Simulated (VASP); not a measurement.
Crystal: Ta2PbO3.

```
CELL_PARAMETERS angstrom
3.32724 0.00000 0.00000
0.00000 3.61667 3.78189
0.00000 -3.61667 3.78189
ATOMIC_POSITIONS crystal
Ta 0.00000 0.98195 0.98195
Ta 0.50000 0.52091 0.52091
Pb 0.50000 0.19785 0.19785
O 0.50000 0.79712 0.79712
O 0.00000 0.30482 0.69735
O 0.00000 0.69735 0.30482
```

The cell was built from a structure type or drawn by symmetry, and may not be a known phase.

- Program: VASP 6.6.1
- Task: relaxation of cell and atoms
- Functional: PBE
- Potentials or basis: VASP PAW PBE potentials, release 64 (Ta_pv, Pb_d, O)
- Cutoff: 600 eV
- k mesh: 5 × 3 × 3
- Occupations: gaussian, width 0.2 eV
- Spin: no spin polarisation

At the start: pressure 20.4 GPa; volume 15.17 Å³/atom.

**Question.** Where does the relaxation end?

**Answer.** Over 24 steps the energy falls by 921.0 meV/atom and the volume is 15.41 Å³/atom (+1.6 %); space group Amm2 (No. 38, to 0.1 Å) before and after.

The path:
```tsv
step	energy change (eV)	largest force (eV/Å)	pressure (GPa)	volume (Å³)
1	0.0000	11.6728	20.36	91.02
2	-2.0467	1.6399	-21.68	115.79
3	-4.0229	2.1061	-13.39	102.85
4	-4.0631	1.9820	-12.36	102.02
5	-4.0809	1.7796	-10.88	100.98
6	-5.0531	2.2158	7.94	89.14
7	-5.1084	2.0642	3.15	91.17
8	-5.2984	0.7601	0.06	92.47
9	-5.3054	0.6900	0.31	92.29
10	-5.3856	0.4277	-1.22	92.90
11	-5.4132	0.2594	-2.30	93.49
12	-5.4385	0.5330	2.63	90.95
13	-5.4427	0.4511	1.24	91.62
14	-5.4792	0.3645	0.85	91.77
15	-5.4866	0.3574	0.75	91.84
16	-5.5014	0.2264	-1.40	92.92
17	-5.5015	0.2226	-1.28	92.85
18	-5.5123	0.2147	0.23	92.09
19	-5.5123	0.2172	0.31	92.06
20	-5.5202	0.1377	0.45	92.08
21	-5.5212	0.1708	0.53	92.09
22	-5.5238	0.1203	-0.72	92.78
23	-5.5238	0.1261	-0.56	92.68
24	-5.5259	0.0520	-0.02	92.44
```

Final structure:
```
CELL_PARAMETERS angstrom
2.96667 0.00000 0.00000
0.00000 3.38562 4.60165
0.00000 -3.38562 4.60165
ATOMIC_POSITIONS crystal
Ta 0.00000 0.94672 0.94672
Ta 0.50000 0.55376 0.55376
Pb 0.50000 0.22596 0.22596
O 0.50000 0.77375 0.77375
O 0.00000 0.29520 0.70461
O 0.00000 0.70461 0.29520
```

Caveat: the k points lie up to 0.42 Å⁻¹ apart in the final cell; the relaxation stopped at a loose force limit of 0.08 eV/Å, so its end isn't a converged minimum.
